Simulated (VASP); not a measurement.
# Al3GaN4 (Pm) in VASP: a series of runs

The runs below take Al3GaN4 through single point, with PBEsol.

Everything below comes from runs of VASP 6.6.1. Logs are shortened: lines on timing, memory, paths and dates and some standing lists are left out, and cuts for length are marked.

## 1. The cell of the first run

Symmetry: Pm, No. 6, monoclinic system. The conventional cell has a = 4.640 Å, b = 2.880 Å, c = 5.851 Å, α = 90.00°, β = 90.03°, γ = 90.00°. Within 2.3 Å of Al (site symmetry m) lie 4 N at 1.75 to 2.00 Å. Al (site symmetry m) has 4 N at 1.74 to 2.02 Å within 2.3 Å. Within 2.3 Å of Al (site symmetry m) lie 4 N at 1.75 to 2.02 Å. Within 2.4 Å of Ga (site symmetry m) lie 4 N at 1.80 to 2.07 Å. N (site symmetry m) has 1 Ga at 1.80 Å and 3 Al at 1.82 to 2.02 Å within 2.4 Å. N (site symmetry m) has 4 Al at 1.75 to 2.02 Å within 2.3 Å. N (site symmetry m) has 2 Al at 1.74 to 2.00 Å and 2 Ga at 1.86 Å within 2.3 Å. Within 2.3 Å of N (site symmetry m) lie 3 Al at 1.75 to 1.81 Å and 1 Ga at 2.07 Å.

## 2. Single point, PBEsol (strain -0.080 along x and y, +0.080 along z)

File INCAR:

```
  PREC = Accurate
  ENCUT = 520
  EDIFF = 1E-6
  ISMEAR = 0
  SIGMA = 0.05
  LREAL = False
  LASPH = True
  NELM = 60
  ALGO = Normal
  ISIF = 2
  LWAVE = False
  LCHARG = False
  GGA = PS
  NBANDS = 31
```

File KPOINTS:

```
regular mesh
0
Gamma
  6 8 4
```

File POSCAR:

```
Al3GaN4
1.0
    4.6399353336      0.0000000000      0.0001241900
    0.0000000000      2.8796679856      0.0000000000
   -0.0029773563      0.0000000000      5.8514313032
Al Ga N
3 1 4
Direct
    0.5002300423      0.5000000000      0.1673295664
    0.0009207036      0.5000000000      0.8348055932
    0.0010880650      0.0000000000      0.3316926342
    0.4994217138      0.0000000000      0.6662009016
    0.1111724737      0.0000000000      0.6663292503
    0.1224543238      0.5000000000      0.1671578647
    0.6251234799      0.5000000000      0.8401923551
    0.6231881979      0.0000000000      0.3262928345
```

Potentials or basis: VASP PAW PBE potentials, release 64 (Al, Ga_d, N).

The run is started by

```
> cat potpaw_PBE.64/Al/POTCAR potpaw_PBE.64/Ga_d/POTCAR potpaw_PBE.64/N/POTCAR > POTCAR
> mpirun -np 1 vasp_std > vasp.out
```

OUTCAR:

```text
PREC = Accurate
   ENCUT = 520
   EDIFF = 1E-6
   ISMEAR = 0
   LREAL = False
   LASPH = True
   NELM = 60
   ISIF = 2
   GGA = PS

 ion  position               nearest neighbor table
   1  0.500  0.500  0.167-   6 1.75   8 1.81   8 1.81   7 2.00   3 2.89   3 2.89   3 2.90   3 2.90
                             2 3.02   2 3.03
   2  0.001  0.500  0.835-   7 1.74   5 1.82   5 1.82   6 2.02   4 2.90   4 2.90   4 2.91   4 2.91
                             1 3.02   1 3.03   3 3.24   3 3.24   3 3.28   3 3.28
   3  0.001  0.000  0.332-   8 1.75   6 1.82   6 1.82   5 2.02   1 2.89   1 2.89   1 2.90   1 2.90
                             4 3.03   4 3.04   2 3.24   2 3.24   2 3.28   2 3.28
   4  0.499  0.000  0.666-   5 1.80   7 1.86   7 1.86   8 2.07   2 2.90   2 2.90   2 2.91   2 2.91
                             3 3.03   3 3.04
   5  0.111  0.000  0.666-   4 1.80   2 1.82   2 1.82   3 2.02
   6  0.122  0.500  0.167-   1 1.75   3 1.82   3 1.82   2 2.02
   7  0.625  0.500  0.840-   2 1.74   4 1.86   4 1.86   1 2.00
   8  0.623  0.000  0.326-   3 1.75   1 1.81   1 1.81   4 2.07

  LATTYP: Found a simple monoclinic cell.
 ALAT       =     4.6399353353
 B/A-ratio  =     0.6206267496
 C/A-ratio  =     1.2611020710
 COS(beta)  =    -0.0004820598

  Lattice vectors:

 A1 = (   4.6399353336,   0.0000000000,   0.0001241900)
 A2 = (   0.0000000000,   2.8796679856,   0.0000000000)
 A3 = (  -0.0029773563,   0.0000000000,   5.8514313032)

Analysis of symmetry for initial positions (statically):
=====================================================================
 Subroutine PRICEL returns:
 Original cell was already a primitive cell.

 Routine SETGRP: Setting up the symmetry group for a
 simple monoclinic supercell.

 Subroutine GETGRP returns: Found  2 space group operations
 (whereof  2 operations were pure point group operations)
 out of a pool of  4 trial point group operations.

The static configuration has the point symmetry C_1h.

Analysis of symmetry for dynamics (positions and initial velocities):
=====================================================================
 Subroutine PRICEL returns:
 Original cell was already a primitive cell.

 Routine SETGRP: Setting up the symmetry group for a
 simple monoclinic supercell.

 Subroutine GETGRP returns: Found  2 space group operations
 (whereof  2 operations were pure point group operations)
 out of a pool of  4 trial point group operations.

The dynamic configuration has the point symmetry C_1h.

 Subroutine INISYM returns: Found  2 space group operations
 (whereof  2 operations are pure point group operations),
 and found     1 'primitive' translations

----------------------------------------------------------------------------------------

                                     Primitive cell

  volume of cell :      78.1837

  direct lattice vectors                    reciprocal lattice vectors
     4.639935334  0.000000000  0.000124190     0.215520242  0.000000000  0.000109662
     0.000000000  2.879667986  0.000000000     0.000000000  0.347262256  0.000000000
    -0.002977356  0.000000000  5.851431303    -0.000004574  0.000000000  0.170898355

  length of vectors
     4.639935335  2.879667986  5.851432061     0.215520270  0.347262256  0.170898355

  position of ions in fractional coordinates (direct lattice)
     0.500230042  0.500000000  0.167329566
     0.000920704  0.500000000  0.834805593
     0.001088065  0.000000000  0.331692634
     0.499421714  0.000000000  0.666200902
     0.111172474  0.000000000  0.666329250
     0.122454324  0.500000000  0.167157865
     0.625123480  0.500000000  0.840192355
     0.623188198  0.000000000  0.326292835

  ion indices of the primitive-cell ions
   primitive index   ion index
                 1           1
                 2           2
                 3           3
                 4           4
                 5           5
                 6           6
                 7           7
                 8           8

----------------------------------------------------------------------------------------

 KPOINTS: regular mesh

Automatic generation of k-mesh.
 Grid dimensions read from file:
 generate k-points for:    6    8    4

 Generating k-lattice:

  Cartesian coordinates                     Fractional coordinates (reciprocal lattice)
     0.035920040  0.000000000  0.000018277     0.166666667  0.000000000  0.000000000
     0.000000000  0.043407782  0.000000000     0.000000000  0.125000000  0.000000000
    -0.000001144  0.000000000  0.042724589    -0.000000000  0.000000000  0.250000000

  Length of vectors
     0.035920045  0.043407782  0.042724589

  Shift w.r.t. Gamma in fractional coordinates (k-lattice)
     0.000000000  0.000000000  0.000000000

 Subroutine IBZKPT returns following result:
 ===========================================

 Found     70 irreducible k-points:

 Following reciprocal coordinates:
            Coordinates               Weight
  0.000000  0.000000  0.000000      1.000000
  0.166667  0.000000 -0.000000      2.000000
  0.333333  0.000000 -0.000000      2.000000
  0.500000  0.000000 -0.000000      1.000000
  0.000000  0.125000  0.000000      2.000000
  0.166667  0.125000 -0.000000      4.000000
[... 16 lines left out ...]
  0.333333  0.000000  0.250000      2.000000
  0.500000  0.000000  0.250000      2.000000
 [... further k-points ...]
   k-points           NKPTS =     70   k-points in BZ     NKDIM =     70   number of bands    NBANDS=     31
   number of dos      NEDOS =    301   number of ions     NIONS =      8
   total plane-waves  NPLWV =  41472
   dimension x,y,z NGX =    36 NGY =   24 NGZ =   48
   dimension x,y,z NGXF=    72 NGYF=   48 NGZF=   96
   ions per type =               3   1   4
   NGX,Y,Z   is equivalent  to a cutoff of  12.90, 13.86, 13.64 a.u.
   NGXF,Y,Z  is equivalent  to a cutoff of  25.80, 27.71, 27.27 a.u.
 SYSTEM =  unknown system
   PREC   = accura    normal or accurate (medium, high low for compatibility)
   ISTART =      0    job   : 0-new  1-cont  2-samecut
   ICHARG =      2    charge: 1-file 2-atom 10-const
   ISPIN  =      1    spin polarized calculation?
   LNONCOLLINEAR =      F non collinear calculations
   LSORBIT =      F    spin-orbit coupling
   LASPH  =      T    aspherical Exc in radial PAW
   ENCUT  =  520.0 eV  38.22 Ry    6.18 a.u.   8.63  5.35 10.88*2*pi/ulx,y,z
   NELM   =     60;   NELMIN=  2; NELMDL= -5     # of ELM steps
   EDIFF  = 0.1E-05   stopping-criterion for ELM
   LREAL  =      F    real-space projection
   EDIFFG = 0.1E-04   stopping-criterion for IOM
   NSW    =      0    number of steps for IOM
   IBRION =     -1    ionic relax: 0-MD 1-quasi-New 2-CG
   NFREE  =      0    steps in history (QN), initial steepest desc. (CG)
   ISIF   =      2    stress and relaxation
   ISYM   =      2    0-nonsym 1-usesym 2-fastsym
   POTIM  = 0.5000    time-step for ionic-motion
   TEBEG  =    0.0;   TEEND  =   0.0 temperature during run
   PSTRESS=    0.0 pullay stress
   NELECT =      42.0000    total number of electrons
   NUPDOWN=      -1.0000    fix difference up-down
   EMIN   =  10.00;   EMAX   =-10.00  energy-range for DOS
   EFERMI =   0.00;   METHOD = LEGACY
   ISMEAR =     0;   SIGMA  =   0.05  broadening in eV -4-tet -1-fermi 0-gaus
   EFERMI_NEDOS =   21; number of points for ismear=-14 and -15
   IALGO  =     38    algorithm
   IMIX   =      4    mixing-type and parameters
     AMIX     =   0.40;   BMIX     =  1.00
     AMIX_MAG =   1.60;   BMIX_MAG =  1.00
  volume/ion in A,a.u.               =       9.77        65.95
  Fermi-wavevector in a.u.,A,eV,Ry     =   1.330819  2.514884 24.097008  1.771080
  Thomas-Fermi vector in A             =   2.459877
   LORBIT       =      0    0 simple, 1 ext, 2 COOP (PROOUT), +10 PAW based schemes
   GGA     = PS    functional components
   LHFCALC =     F    Hartree Fock is set to
   AEXX    =    0.0000 exact exchange contribution
   IVDW    =     0    specifies the selected vdW correction
   LEPSILON=     F    determine dielectric tensor
   LRPA    =     F    only Hartree local field effects (RPA)
 non-spin polarized calculation
 Gauss-broadening in eV      SIGMA  =   0.05
  energy-cutoff  :      520.00
  volume of cell :       78.18
 maximum number of plane-waves:      2126
 NGX is ok and might be reduce to    36
   NGX = 17   NGY = 11   NGZ = 21

 number of electron      42.0000002 magnetization

 Free energy of the ion-electron system (eV)
  ---------------------------------------------------
  ext. energy  EPLUGINS =         0.00000000
  ---------------------------------------------------
  free energy    TOTEN  =       -57.91046985 eV

  energy without entropy =      -57.91046985  energy(sigma->0) =      -57.91046985

 E-fermi :   7.4688     XC(G=0): -11.7363

 val. band max:        7.2331662612   @ k =   0.0000   0.0000   0.0000
 cond. band min:      10.5274326687   @ k =   0.0000   0.0000   0.0000
 fundamental gap:      3.2942664075
 Fermi energy:         7.4688231754

 k-point     1 :       0.0000    0.0000    0.0000
  band No.  band energies     occupation
      1      -9.3247      2.00000
      2      -7.8968      2.00000
      3      -7.6897      2.00000
      4      -6.4360      2.00000
      5      -6.1159      2.00000
      6      -6.0533      2.00000
[... 23 lines left out ...]
     30      18.8514      0.00000
     31      19.2134      0.00000

 k-point     2 :       0.1667    0.0000   -0.0000
  band No.  band energies     occupation
      1      -9.1986      2.00000
      2      -7.8304      2.00000
      3      -7.7165      2.00000
      4      -6.5789      2.00000
      5      -6.1162      2.00000
      6      -6.0608      2.00000
[... 23 lines left out ...]
     30      18.1834      0.00000
     31      19.1040      0.00000

 k-point     3 :       0.3333    0.0000   -0.0000
  band No.  band energies     occupation
      1      -8.8470      2.00000
      2      -7.9111      2.00000
      3      -7.6097      2.00000
      4      -6.9308      2.00000
      5      -6.1170      2.00000
      6      -6.0814      2.00000
[... 703 lines left out ...]
     30      18.0915      0.00000
     31      18.8830      0.00000

 k-point    24 :       0.5000    0.0000    0.2500
  band No.  band energies     occupation
      1      -8.3798      2.00000
      2      -8.1086      2.00000
      3      -7.5233      2.00000
      4      -7.2785      2.00000
      5      -6.1175      2.00000
      6      -6.0962      2.00000
[... 23 lines left out ...]
     30      17.8446      0.00000
     31      18.7604      0.00000

 [... further k-points ...]
[... 5 lines left out ...]
  --------------------------------------------------------------------------------------
  -------------------------------------------------------------------------------------
  Total       24.7249651     21.0736362     -7.6988497      0.0000000      0.0000000      0.1450278
  in kB      506.6753856    431.8506714   -157.7683782      0.0000000      0.0000000      2.9719756
  external PRESSURE =     260.2525596 kB  Pullay stress =       0.0000000 kB

 VOLUME and BASIS-vectors are now :
 -----------------------------------------------------------------------------
  energy-cutoff  :      520.00
  volume of cell :       78.18
      direct lattice vectors                 reciprocal lattice vectors
     4.639935334  0.000000000  0.000124190     0.215520242  0.000000000  0.000109662
     0.000000000  2.879667986  0.000000000     0.000000000  0.347262256  0.000000000
    -0.002977356  0.000000000  5.851431303    -0.000004574  0.000000000  0.170898355

 POSITION                                       TOTAL-FORCE (eV/Angst)
 -----------------------------------------------------------------------------------
      2.32054      1.43983      0.97918         1.606555      0.000000     -1.328757
      0.00179      1.43983      4.88481         1.751381      0.000000      1.229703
      0.00406      0.00000      1.94088         1.552143      0.000000      1.227743
      2.31530      0.00000      3.89829         1.457339      0.000000     -1.394361
      0.51385      0.00000      3.89899        -1.458359      0.000000     -1.569346
      0.56768      1.43983      0.97813        -1.638725      0.000000     -1.482496
      2.89803      1.43983      4.91641        -1.773086      0.000000      1.743627
      2.89058      0.00000      1.90936        -1.497249      0.000000      1.573887
 -----------------------------------------------------------------------------------
    total drift:                               -0.001154     -0.000000      0.000318

  FREE ENERGIE OF THE ION-ELECTRON SYSTEM (eV)
  ---------------------------------------------------
  free  energy   TOTEN  =       -57.9104698491 eV

  energy  without entropy=      -57.9104698491  energy(sigma->0) =      -57.91046985
```

It took 100 s on 1 thread of Intel Xeon 6975P-C (Granite Rapids), shared host; peak memory 0.28 GiB.

Results:

```yaml
Free_energy: -57.9105 eV
Pressure: 26.0 GPa
Largest_force: 2.487 eV/Å
Band_gap_on_the_k_mesh: 3.29 eV, direct
```

Forces in eV/Å, atoms in the order of the input:
```
Al   1.607  0.000 -1.329
Al   1.751  0.000  1.230
Al   1.552  0.000  1.228
Ga   1.457  0.000 -1.394
N   -1.458  0.000 -1.569
N   -1.639  0.000 -1.482
N   -1.773  0.000  1.744
N   -1.497  0.000  1.574
```

Levels at points of the mesh, in eV from the valence-band top:
| k point | band 18 | band 19 | band 20 | band 21 | band 22 | band 23 | band 24 | band 25 |
| --- | --- | --- | --- | --- | --- | --- | --- | --- |
| (0.00, 0.00, 0.00) | -1.21 | -0.49 | -0.32 | 0.00 | 3.29 | 4.61 | 5.95 | 6.73 |
| (0.50, 0.00, 0.00) | -1.38 | -1.28 | -0.85 | -0.44 | 4.66 | 5.13 | 5.51 | 5.71 |
| (0.00, 0.50, 0.00) | -2.43 | -2.35 | -2.14 | -2.10 | 5.48 | 5.56 | 6.20 | 6.31 |
| (0.50, 0.50, 0.00) | -1.45 | -1.43 | -1.38 | -1.02 | 5.72 | 5.91 | 6.16 | 6.18 |
| (0.00, 0.00, 0.50) | -1.09 | -1.06 | -0.43 | -0.01 | 5.57 | 6.24 | 7.04 | 7.10 |
| (0.50, 0.00, 0.50) | -1.17 | -1.11 | -1.08 | -0.64 | 6.01 | 6.29 | 6.46 | 6.56 |
| (0.00, 0.50, 0.50) | -2.62 | -2.47 | -1.51 | -1.40 | 3.72 | 4.40 | 5.72 | 5.78 |
| (0.50, 0.50, 0.50) | -1.89 | -1.88 | -1.72 | -1.40 | 4.16 | 4.57 | 4.60 | 4.79 |

Caveat: the cell differs from its parent crystal (strain -0.080 along x and y, +0.080 along z); the PAW data sets were made with another functional, which shifts forces and pressure a little. A k mesh can miss the band edges.

## 3. Single point, PBEsol (strain +0.000 along x and y, -0.080 along z)

File INCAR:

```
PREC = Accurate
ENCUT = 520
EDIFF = 1E-7
ISMEAR = 0
SIGMA = 0.05
LREAL = False
LASPH = True
NELM = 100
ALGO = Normal
ISIF = 2
LWAVE = False
LCHARG = False
GGA = PS
NBANDS = 31
```

KPOINTS is that of step 2.

Changes to POSCAR since step 2:

```diff
@@ -2,5 +2,5 @@
 1.0
-    4.6399353336      0.0000000000      0.0001241900
-    0.0000000000      2.8796679856      0.0000000000
-   -0.0029773563      0.0000000000      5.8514313032
+    5.0434079713      0.0000000000      0.0001057914
+    0.0000000000      3.1300738974      0.0000000000
+   -0.0032362569      0.0000000000      4.9845525916
 Al Ga N
```

Potentials or basis: VASP PAW PBE potentials, release 64 (Al, Ga_d, N).

The run is started by

```
> cat potpaw_PBE.64/Al/POTCAR potpaw_PBE.64/Ga_d/POTCAR potpaw_PBE.64/N/POTCAR > POTCAR
> mpirun -np 1 vasp_std > vasp.out
```

Wall time 1.9 min (1 thread of Intel Xeon 6975P-C (Granite Rapids), shared host); peak memory 0.28 GiB.

The run converged. Its results:

| Item | Value |
| --- | --- |
| Free energy | -59.1522 eV |
| Pressure | 21.4 GPa |
| Largest force | 1.748 eV/Å |
| Band gap on the k mesh | 3.84 eV, direct |

Forces on the atoms (eV/Å):
```
Al  -0.763  0.000  1.409
Al  -0.691  0.000 -1.278
Al  -0.656  0.000 -1.451
Ga  -0.733  0.000  1.339
N    0.605  0.000  1.539
N    0.734  0.000  1.417
N    0.842  0.000 -1.532
N    0.662  0.000 -1.443
```

Stress tensor (GPa, compression positive):
```
 6.33  0.00 -0.24
 0.00 10.93  0.00
-0.24  0.00 46.98
```

Levels at points of the mesh, in eV from the valence-band top:
| k point | band 19 | band 20 | band 21 | band 22 | band 23 | band 24 |
| --- | --- | --- | --- | --- | --- | --- |
| (0.00, 0.00, 0.00) | -0.35 | -0.31 | 0.00 | 3.84 | 4.96 | 5.51 |
| (0.50, 0.00, 0.00) | -0.57 | -0.51 | -0.18 | 4.51 | 4.90 | 6.10 |
| (0.00, 0.50, 0.00) | -2.25 | -1.71 | -1.70 | 5.36 | 5.37 | 8.03 |
| (0.50, 0.50, 0.00) | -1.61 | -1.59 | -1.37 | 6.13 | 6.48 | 6.51 |
| (0.00, 0.00, 0.50) | -0.85 | -0.72 | -0.58 | 5.55 | 5.73 | 6.97 |
| (0.50, 0.00, 0.50) | -1.71 | -1.67 | -1.26 | 5.79 | 6.05 | 6.20 |
| (0.00, 0.50, 0.50) | -1.97 | -0.80 | -0.60 | 5.29 | 5.44 | 6.32 |
| (0.50, 0.50, 0.50) | -1.47 | -1.44 | -1.25 | 4.71 | 5.08 | 5.12 |

Caveat: the cell differs from its parent crystal (strain +0.000 along x and y, -0.080 along z); the PAW data sets were made with another functional, which shifts forces and pressure a little. A k mesh can miss the band edges.

(Part 1 of 2 ends here.)
